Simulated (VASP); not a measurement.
# Fe (Fd-3m) in VASP: notebook, part 2 of 2

VASP 6.6.1.

## Step 3: Single point, PBE, collinear spin, antiferromagnetic start

This run uses another cell than the first one, of 14.47 Å³/atom, 1.042 times its volume.

Input file INCAR:

```
PREC = Accurate
ENCUT = 520
EDIFF = 1E-6
ISMEAR = -1
SIGMA = 0.05
LREAL = F
LASPH = T
NELM = 150
ALGO = Normal
ISIF = 2
LWAVE = F
LCHARG = T
ISPIN = 2
MAGMOM = 2.5 -2.5
LORBIT = 11
LMAXMIX = 4
GGA = PE
LELF = T
LVHAR = T
NBANDS = 19
```

Input file KPOINTS:

```
Automatic mesh
0
Gamma
  13 13 13
```

Input file POSCAR:

```
Fe
1.0
    0.0000000000      2.4366703750      2.4366703750
    2.4366703750      0.0000000000      2.4366703750
    2.4366703750      2.4366703750      0.0000000000
Fe
2
Direct
    0.1250000000      0.1250000000      0.1250000000
    0.8750000000      0.8750000000      0.8750000000
```

Potentials or basis: VASP PAW PBE potentials, release 64 (Fe).

The run is started by

```console
> cat potpaw_PBE.64/Fe/POTCAR > POTCAR
> mpirun -np 1 vasp_std > vasp.out
```

OUTCAR:

```text
PREC = Accurate
   ENCUT = 520
   EDIFF = 1E-6
   ISMEAR = -1
   LREAL = F
   LASPH = T
   NELM = 150
   ISIF = 2
   ISPIN = 2
   LORBIT = 11
   GGA = PE

 ion  position               nearest neighbor table
   1  0.125  0.125  0.125-   2 2.11   2 2.11   2 2.11   2 2.11
   2  0.875  0.875  0.875-   1 2.11   1 2.11   1 2.11   1 2.11

  LATTYP: Found a face centered cubic cell.
 ALAT       =     4.8733407500

  Lattice vectors:

 A1 = (   0.0000000000,   2.4366703750,   2.4366703750)
 A2 = (   2.4366703750,   0.0000000000,   2.4366703750)
 A3 = (   2.4366703750,   2.4366703750,   0.0000000000)

Analysis of symmetry for initial positions (statically):
=====================================================================
 Subroutine PRICEL returns:
 Original cell was already a primitive cell.

 Routine SETGRP: Setting up the symmetry group for a
 face centered cubic supercell.

 Subroutine GETGRP returns: Found 48 space group operations
 (whereof 12 operations were pure point group operations)
 out of a pool of 48 trial point group operations.

The static configuration has the point symmetry D_3d.
 The point group associated with its full space group is O_h .

Analysis of symmetry for dynamics (positions and initial velocities):
=====================================================================
 Subroutine PRICEL returns:
 Original cell was already a primitive cell.

 Routine SETGRP: Setting up the symmetry group for a
 face centered cubic supercell.

 Subroutine GETGRP returns: Found 48 space group operations
 (whereof 12 operations were pure point group operations)
 out of a pool of 48 trial point group operations.

The dynamic configuration has the point symmetry D_3d.
 The point group associated with its full space group is O_h .

Analysis of structural, dynamic, and magnetic symmetry:
=====================================================================
 Subroutine PRICEL returns:
 Original cell was already a primitive cell.

 Routine SETGRP: Setting up the symmetry group for a
 face centered cubic supercell.

 Subroutine GETGRP returns: Found 48 space group operations
 (whereof 12 operations were pure point group operations)
 out of a pool of 48 trial point group operations.

The overall configuration has the point symmetry D_3d.
 The point group associated with its full space group is O_h .

 Subroutine INISYM returns: Found 48 space group operations
 (whereof 12 operations are pure point group operations),
 and found     1 'primitive' translations

----------------------------------------------------------------------------------------

                                     Primitive cell

  volume of cell :      28.9348

  direct lattice vectors                    reciprocal lattice vectors
     0.000000000  2.436670375  2.436670375    -0.205198046  0.205198046  0.205198046
     2.436670375  0.000000000  2.436670375     0.205198046 -0.205198046  0.205198046
     2.436670375  2.436670375  0.000000000     0.205198046  0.205198046 -0.205198046

  length of vectors
     3.445972291  3.445972291  3.445972291     0.355413442  0.355413442  0.355413442

  position of ions in fractional coordinates (direct lattice)
     0.125000000  0.125000000  0.125000000
     0.875000000  0.875000000  0.875000000

[... 63 lines left out ...]
   ions per type =               2
   NGX,Y,Z   is equivalent  to a cutoff of  13.51, 13.51, 13.51 a.u.
   NGXF,Y,Z  is equivalent  to a cutoff of  27.02, 27.02, 27.02 a.u.
 SYSTEM =  unknown system
   PREC   = accura    normal or accurate (medium, high low for compatibility)
   ISTART =      0    job   : 0-new  1-cont  2-samecut
   ICHARG =      2    charge: 1-file 2-atom 10-const
   ISPIN  =      2    spin polarized calculation?
   LNONCOLLINEAR =      F non collinear calculations
   LSORBIT =      F    spin-orbit coupling
   LASPH  =      T    aspherical Exc in radial PAW
   ENCUT  =  520.0 eV  38.22 Ry    6.18 a.u.   6.41  6.41  6.41*2*pi/ulx,y,z
   NELM   =    150;   NELMIN=  2; NELMDL= -5     # of ELM steps
   EDIFF  = 0.1E-05   stopping-criterion for ELM
   LREAL  =      F    real-space projection
   EDIFFG = 0.1E-04   stopping-criterion for IOM
   NSW    =      0    number of steps for IOM
   IBRION =     -1    ionic relax: 0-MD 1-quasi-New 2-CG
   NFREE  =      0    steps in history (QN), initial steepest desc. (CG)
   ISIF   =      2    stress and relaxation
   ISYM   =      2    0-nonsym 1-usesym 2-fastsym
   POTIM  = 0.5000    time-step for ionic-motion
   TEBEG  =    0.0;   TEEND  =   0.0 temperature during run
   PSTRESS=    0.0 pullay stress
   NELECT =      16.0000    total number of electrons
   NUPDOWN=      -1.0000    fix difference up-down
   EMIN   =  10.00;   EMAX   =-10.00  energy-range for DOS
   EFERMI =   0.00;   METHOD = LEGACY
   ISMEAR =    -1;   SIGMA  =   0.05  broadening in eV -4-tet -1-fermi 0-gaus
   EFERMI_NEDOS =   21; number of points for ismear=-14 and -15
   IALGO  =     38    algorithm
   IMIX   =      4    mixing-type and parameters
     AMIX     =   0.40;   BMIX     =  1.00
     AMIX_MAG =   1.60;   BMIX_MAG =  1.00
  volume/ion in A,a.u.               =      14.47        97.63
  Fermi-wavevector in a.u.,A,eV,Ry     =   1.343718  2.539258 24.566371  1.805577
  Thomas-Fermi vector in A             =   2.471769
   LORBIT       =     11    0 simple, 1 ext, 2 COOP (PROOUT), +10 PAW based schemes
   GGA     = PE    functional components
   LHFCALC =     F    Hartree Fock is set to
   AEXX    =    0.0000 exact exchange contribution
   IVDW    =     0    specifies the selected vdW correction
   LEPSILON=     F    determine dielectric tensor
   LRPA    =     F    only Hartree local field effects (RPA)
 spin polarized calculation
  energy-cutoff  :      520.00
  volume of cell :       28.93
 maximum number of plane-waves:       794
 NGX is ok and might be reduce to    28
   NGX = 13   NGY = 13   NGZ = 13

 number of electron      16.0000007 magnetization      -0.0000000

 number of electron      16.0000007 magnetization       0.0000000

 Free energy of the ion-electron system (eV)
  ---------------------------------------------------
  ext. energy  EPLUGINS =         0.00000000
  ---------------------------------------------------
  free energy    TOTEN  =       -14.00255861 eV

  energy without entropy =      -13.98192572  energy(sigma->0) =      -13.99224216

 E-fermi :   3.5919     XC(G=0): -11.5148

 val. band max:        3.5869778755   @ k =   0.3846   0.0000   0.0000
 cond. band min:       3.6112907224   @ k =   0.2308   0.2308   0.0000
 fundamental gap:      0.0243128469
 Fermi energy:         3.5919328539

 spin component 1

 k-point     1 :       0.0000    0.0000    0.0000
  band No.  band energies     occupation
      1      -3.0530      1.00000
      2       0.8606      1.00000
      3       0.8606      1.00000
      4       1.1601      1.00000
      5       1.1601      1.00000
      6       1.1601      1.00000
[... 517 lines left out ...]
     18      21.9631      0.00000
     19      23.6538      0.00000

 [... further k-points ...]

 spin component 2

 k-point     1 :       0.0000    0.0000    0.0000
  band No.  band energies     occupation
      1      -3.0530      1.00000
      2       0.8606      1.00000
      3       0.8606      1.00000
      4       1.1601      1.00000
      5       1.1601      1.00000
      6       1.1601      1.00000
[... 517 lines left out ...]
     18      21.9631      0.00000
     19      23.6538      0.00000

 [... further k-points ...]
[... 5 lines left out ...]
  --------------------------------------------------------------------------------------
  -------------------------------------------------------------------------------------
  Total       -0.2651025     -0.2651025     -0.2651025      0.0000000      0.0000000      0.0000000
  in kB      -14.6792567    -14.6792567    -14.6792567      0.0000000      0.0000000      0.0000000
  external PRESSURE =     -14.6792567 kB  Pullay stress =       0.0000000 kB

 VOLUME and BASIS-vectors are now :
 -----------------------------------------------------------------------------
  energy-cutoff  :      520.00
  volume of cell :       28.93
      direct lattice vectors                 reciprocal lattice vectors
     0.000000000  2.436670375  2.436670375    -0.205198046  0.205198046  0.205198046
     2.436670375  0.000000000  2.436670375     0.205198046 -0.205198046  0.205198046
     2.436670375  2.436670375  0.000000000     0.205198046  0.205198046 -0.205198046

 POSITION                                       TOTAL-FORCE (eV/Angst)
 -----------------------------------------------------------------------------------
      0.60917      0.60917      0.60917        -0.000000     -0.000000     -0.000000
      4.26417      4.26417      4.26417         0.000000      0.000000      0.000000
 -----------------------------------------------------------------------------------
    total drift:                                0.000000     -0.000000     -0.000000

  FREE ENERGIE OF THE ION-ELECTRON SYSTEM (eV)
  ---------------------------------------------------
  free  energy   TOTEN  =       -14.0025586052 eV

  energy  without entropy=      -13.9819257186  energy(sigma->0) =      -13.99224216

 total charge

# of ion       s       p       d       tot
------------------------------------------
    1        0.584   0.436   6.461   7.481
    2        0.584   0.436   6.461   7.481
--------------------------------------------------
tot          1.168   0.872  12.921  14.961

 magnetization (x)

# of ion       s       p       d       tot
------------------------------------------
    1        0.000   0.000   0.000   0.000
    2       -0.000  -0.000  -0.000  -0.000
--------------------------------------------------
tot          0.000   0.000   0.000   0.000
```

Run time: 78 s. Hardware: 1 thread of AMD EPYC 9R45 (Zen 5), shared host; peak memory 0.18 GiB.

What came out:

```yaml
Free_energy: -14.0026 eV
Pressure: -1.5 GPa
Band_gap_on_the_k_mesh: zero (filled and empty bands overlap)
Net_moment: 0.00 μB per cell
Valence_electrons_inside_the_program's_atomic_spheres: Fe 7.48
```

Caveat: the starting moments collapsed, and a magnetic state may lie lower.

## Step 4: Single point, PBE, collinear spin, ferromagnetic start

This run uses another cell than the first one, of 14.47 Å³/atom, 1.042 times its volume.

Input file INCAR:

```
SYSTEM = Fe
PREC = Accurate
ENCUT = 520
EDIFF = 1E-7
ISMEAR = -1
SIGMA = 0.05
LREAL = .FALSE.
LASPH = .TRUE.
NELM = 150
ALGO = Normal
ISIF = 2
LWAVE = .FALSE.
LCHARG = .FALSE.
ISPIN = 2
MAGMOM = 2.5 2.5
LORBIT = 11
LMAXMIX = 4
GGA = PE
NBANDS = 19
```

Input file KPOINTS:

```
regular mesh
0
G
  13 13 13
  0 0 0
```

Input file POSCAR:

```
Fe
1.0
    0.0000000000      2.4366706268      2.4366706268
    2.4366706268      0.0000000000      2.4366706268
    2.4366706268      2.4366706268      0.0000000000
Fe
2
Direct
    0.1250000000      0.1250000000      0.1250000000
    0.8750000000      0.8750000000      0.8750000000
```

The run is started by

```console
> cat potpaw_PBE.64/Fe/POTCAR > POTCAR
> mpirun -np 1 vasp_std > vasp.out
```

Wall time 72 s (1 thread of AMD EPYC 9R45 (Zen 5), shared host); peak memory 0.18 GiB.

The run converged. Its results:

```yaml
Free_energy: -14.0026 eV
Pressure: -1.5 GPa
Band_gap_on_the_k_mesh: zero (filled and empty bands overlap)
Net_moment: 0.00 μB per cell
Valence_electrons_inside_the_program's_atomic_spheres: Fe 7.48
```

Levels at points of the mesh, in eV from the Fermi level:
Spin up:
```tsv
k point	band 6	band 7	band 8	band 9	band 10	band 11
(0.00, 0.00, 0.00)	-2.43	-0.39	-0.39	-0.39	1.23	1.23
```
Spin down:
```
           k point  band 5  band 6  band 7  band 8  band 9  band 10  band 11  band 12
(0.00, 0.00, 0.00)   -2.43   -2.43   -0.39   -0.39   -0.39     1.23     1.23    14.29
```

Caveat: the starting moments collapsed, and a magnetic state may lie lower.

## Step 5: Single point, PBE, collinear spin, antiferromagnetic start (volume scaled by 1.04)

Input file INCAR:

```
SYSTEM = Fe
PREC = Accurate
ENCUT = 520
EDIFF = 1E-6
ISMEAR = -1
SIGMA = 0.05
LREAL = .FALSE.
LASPH = .TRUE.
NELM = 150
ALGO = Normal
ISIF = 2
LWAVE = .FALSE.
LCHARG = .TRUE.
ISPIN = 2
MAGMOM = 2.5 -2.5
LORBIT = 11
LMAXMIX = 4
GGA = PE
LELF = .TRUE.
LVHAR = .TRUE.
NBANDS = 19
```

KPOINTS is that of step 4.

Input file POSCAR:

```
Fe
1.0
    0.0000000000      2.4687355045      2.4687355045
    2.4687355045      0.0000000000      2.4687355045
    2.4687355045      2.4687355045      0.0000000000
Fe
2
Direct
    0.1250000000      0.1250000000      0.1250000000
    0.8750000000      0.8750000000      0.8750000000
```

Potentials or basis: VASP PAW PBE potentials, release 64 (Fe).

The run is started by

```console
> cat potpaw_PBE.64/Fe/POTCAR > POTCAR
> mpirun -np 1 vasp_std > vasp.out
```

OUTCAR:

```text
SYSTEM = Fe
   PREC = Accurate
   ENCUT = 520
   EDIFF = 1E-6
   ISMEAR = -1
   LREAL = .FALSE.
   LASPH = .TRUE.
   NELM = 150
   ISIF = 2
   ISPIN = 2
   LORBIT = 11
   GGA = PE

 ion  position               nearest neighbor table
   1  0.125  0.125  0.125-   2 2.14   2 2.14   2 2.14   2 2.14
   2  0.875  0.875  0.875-   1 2.14   1 2.14   1 2.14   1 2.14

  LATTYP: Found a face centered cubic cell.
 ALAT       =     4.9374710090

  Lattice vectors:

 A1 = (   0.0000000000,   2.4687355045,   2.4687355045)
 A2 = (   2.4687355045,   0.0000000000,   2.4687355045)
 A3 = (   2.4687355045,   2.4687355045,   0.0000000000)

Analysis of symmetry for initial positions (statically):
=====================================================================
 Subroutine PRICEL returns:
 Original cell was already a primitive cell.

 Routine SETGRP: Setting up the symmetry group for a
 face centered cubic supercell.

 Subroutine GETGRP returns: Found 48 space group operations
 (whereof 12 operations were pure point group operations)
 out of a pool of 48 trial point group operations.

The static configuration has the point symmetry D_3d.
 The point group associated with its full space group is O_h .

Analysis of symmetry for dynamics (positions and initial velocities):
=====================================================================
 Subroutine PRICEL returns:
 Original cell was already a primitive cell.

 Routine SETGRP: Setting up the symmetry group for a
 face centered cubic supercell.

 Subroutine GETGRP returns: Found 48 space group operations
 (whereof 12 operations were pure point group operations)
 out of a pool of 48 trial point group operations.

The dynamic configuration has the point symmetry D_3d.
 The point group associated with its full space group is O_h .

Analysis of structural, dynamic, and magnetic symmetry:
=====================================================================
 Subroutine PRICEL returns:
 Original cell was already a primitive cell.

 Routine SETGRP: Setting up the symmetry group for a
 face centered cubic supercell.

[... 146 lines left out ...]

 Free energy of the ion-electron system (eV)
  ---------------------------------------------------
  ext. energy  EPLUGINS =         0.00000000
  ---------------------------------------------------
  free energy    TOTEN  =       -13.97237077 eV

  energy without entropy =      -13.95049353  energy(sigma->0) =      -13.96143215

 E-fermi :   3.2671     XC(G=0): -11.3148

 val. band max:        3.2575384980   @ k =   0.3846   0.0000   0.0000
 cond. band min:       3.2870117567   @ k =   0.2308   0.2308   0.0000
 fundamental gap:      0.0294732587
 Fermi energy:         3.2671360101

 spin component 1

 k-point     1 :       0.0000    0.0000    0.0000
  band No.  band energies     occupation
      1      -3.1931      1.00000
      2       0.6815      1.00000
      3       0.6815      1.00000
      4       0.9404      1.00000
      5       0.9404      1.00000
      6       0.9404      1.00000
[... 517 lines left out ...]
     18      21.2137      0.00000
     19      22.6829      0.00000

 [... further k-points ...]

 spin component 2

 k-point     1 :       0.0000    0.0000    0.0000
  band No.  band energies     occupation
      1      -3.1931      1.00000
      2       0.6815      1.00000
      3       0.6815      1.00000
      4       0.9404      1.00000
      5       0.9404      1.00000
      6       0.9404      1.00000
[... 517 lines left out ...]
     18      21.2137      0.00000
     19      22.6829      0.00000

 [... further k-points ...]
[... 5 lines left out ...]
  --------------------------------------------------------------------------------------
  -------------------------------------------------------------------------------------
  Total       -1.2592304     -1.2592304     -1.2592304      0.0000000      0.0000000      0.0000000
  in kB      -67.0443359    -67.0443359    -67.0443359      0.0000000      0.0000000      0.0000000
  external PRESSURE =     -67.0443359 kB  Pullay stress =       0.0000000 kB

 VOLUME and BASIS-vectors are now :
 -----------------------------------------------------------------------------
  energy-cutoff  :      520.00
  volume of cell :       30.09
      direct lattice vectors                 reciprocal lattice vectors
     0.000000000  2.468735505  2.468735505    -0.202532835  0.202532835  0.202532835
     2.468735505  0.000000000  2.468735505     0.202532835 -0.202532835  0.202532835
     2.468735505  2.468735505  0.000000000     0.202532835  0.202532835 -0.202532835

 POSITION                                       TOTAL-FORCE (eV/Angst)
 -----------------------------------------------------------------------------------
      0.61718      0.61718      0.61718         0.000000      0.000000      0.000000
      4.32029      4.32029      4.32029        -0.000000     -0.000000     -0.000000
 -----------------------------------------------------------------------------------
    total drift:                                0.000000     -0.000000     -0.000000

  FREE ENERGIE OF THE ION-ELECTRON SYSTEM (eV)
  ---------------------------------------------------
  free  energy   TOTEN  =       -13.9723707744 eV

  energy  without entropy=      -13.9504935271  energy(sigma->0) =      -13.96143215

 total charge

# of ion       s       p       d       tot
------------------------------------------
    1        0.569   0.413   6.425   7.407
    2        0.569   0.413   6.425   7.407
--------------------------------------------------
tot          1.139   0.826  12.850  14.814

 magnetization (x)

# of ion       s       p       d       tot
------------------------------------------
    1       -0.000  -0.000  -0.000  -0.000
    2        0.000   0.000   0.000   0.000
--------------------------------------------------
tot          0.000   0.000   0.000   0.000
```

stdout:

```text
POSCAR found type information on POSCAR Fe
 POSCAR found :  1 types and       2 ions
 scaLAPACK will be used
 LDA part: xc-table for (Slater+PW92), standard interpolation
 POSCAR, INCAR and KPOINTS ok, starting setup
 FFT: planning ... GRIDC
 FFT: planning ... GRID_SOFT
 FFT: planning ... GRID
 WAVECAR not read
 entering main loop
```

It took 86 s on 1 thread of AMD EPYC 9R45 (Zen 5), shared host; peak memory 0.18 GiB.

What came out:

```yaml
Free_energy: -13.9724 eV
Pressure: -6.7 GPa
Band_gap_on_the_k_mesh: zero (filled and empty bands overlap)
Net_moment: 0.00 μB per cell
Valence_electrons_inside_the_program's_atomic_spheres: Fe 7.41
```

Levels at points of the mesh, in eV from the Fermi level:
Spin up:
```csv
k point,band 4,band 5,band 6,band 7,band 8,band 9,band 10,band 11,band 12,band 13
"(0.00, 0.00, 0.00)",-2.33,-2.33,-2.33,-0.37,-0.37,-0.37,1.16,1.16,13.89,13.89
```
Spin down:
```tsv
k point	band 6	band 7	band 8	band 9	band 10	band 11
(0.00, 0.00, 0.00)	-2.33	-0.37	-0.37	-0.37	1.16	1.16
```

Caveat: the cell differs from its parent crystal (volume scaled by 1.04); the starting moments collapsed, and a magnetic state may lie lower.
